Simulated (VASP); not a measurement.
Input of a VASP 6.6.1 run:

Contents of INCAR:

```
SYSTEM = Na2H3
PREC = Accurate
ENCUT = 520
EDIFF = 1E-6
ISMEAR = 0
SIGMA = 0.1
LREAL = .FALSE.
LASPH = .TRUE.
NELM = 100
ALGO = Normal
ISIF = 2
LWAVE = .FALSE.
LCHARG = .FALSE.
GGA = PE
NBANDS = 16
```

Contents of KPOINTS:

```
regular mesh
0
G
  10 10 6
  0 0 0
```

Contents of POSCAR:

```
Na2H3
1.0
    3.5434048579      0.0000000000      0.0000000000
    0.0000000000      3.5434048579      0.0000000000
    0.0000000000      0.0000000000      7.0842626526
Na H
2 3
Direct
    0.0000000000      0.0000000000      0.7136018423
    0.0000000000      0.0000000000      0.2863981577
    0.5000000000      0.0000000000      0.5000344907
    0.0000000000      0.5000000000      0.4999655093
    0.0000000000      0.0000000000      0.0000000000
```

Potentials or basis: VASP PAW PBE potentials, release 64 (Na_pv, H).

Run with:

```bash
$ cat potpaw_PBE.64/Na_pv/POTCAR potpaw_PBE.64/H/POTCAR > POTCAR
$ mpirun -np 1 vasp_std > vasp.out
```

Q: Predict the pressure.

A: -0.1 GPa.

Forces on the atoms (eV/Å):
```
Na   0.000  0.000 -0.002
Na   0.000  0.000  0.002
H    0.000  0.000  0.000
H    0.000  0.000  0.000
H    0.000  0.000  0.000
```
